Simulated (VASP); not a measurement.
A run of VASP 6.6.1 is set up as follows.

File INCAR:

```
ALGO     = Fast           # electronic algorithm
EDIFF    = 1E-6           # SCF threshold, eV
ENCUT    = 520            # plane-wave cutoff, eV
GGA      = PE             # functional
ISIF     = 2              # what is computed and relaxed
ISMEAR   = 0              # smearing method
IVDW     = 12             # dispersion correction
LASPH    = True           # aspherical terms in the spheres
LCHARG   = False          # write CHGCAR
LREAL    = False          # projectors in reciprocal space
LWAVE    = False          # write WAVECAR
NBANDS   = 8              # bands
NELM     = 60             # most SCF steps
PREC     = Accurate       # precision mode
SIGMA    = 0.15           # smearing width, eV
```

Contents of KPOINTS:

```
k-points
0
Gamma
  20 20 20
```

Contents of POSCAR:

```
Al
1.0
   -0.0464903655      1.9910220790      2.0840028101
    1.9445317135      0.0000000000      2.0375124445
    1.9910220790      1.9910220790     -0.0464903655
Al
1
Direct
    0.0000000000      0.0000000000      0.0000000000
```

Potentials or basis: VASP PAW PBE potentials, release 64 (Al).

Command:

```sh
$ cat potpaw_PBE.64/Al/POTCAR > POTCAR
$ mpirun -np 1 vasp_std > vasp.out
```

(1) What does it give for the pressure?

(2) Predict the dispersion energy per atom.

## Answers

(1) -3.2 GPa.

(2) -0.336 eV.

Caveat: the cell differs from its parent crystal (engineering shear strain xz -0.0467, normal strain along z +0.0467); pairwise dispersion overbinds metals, which lowers pressure and volume.
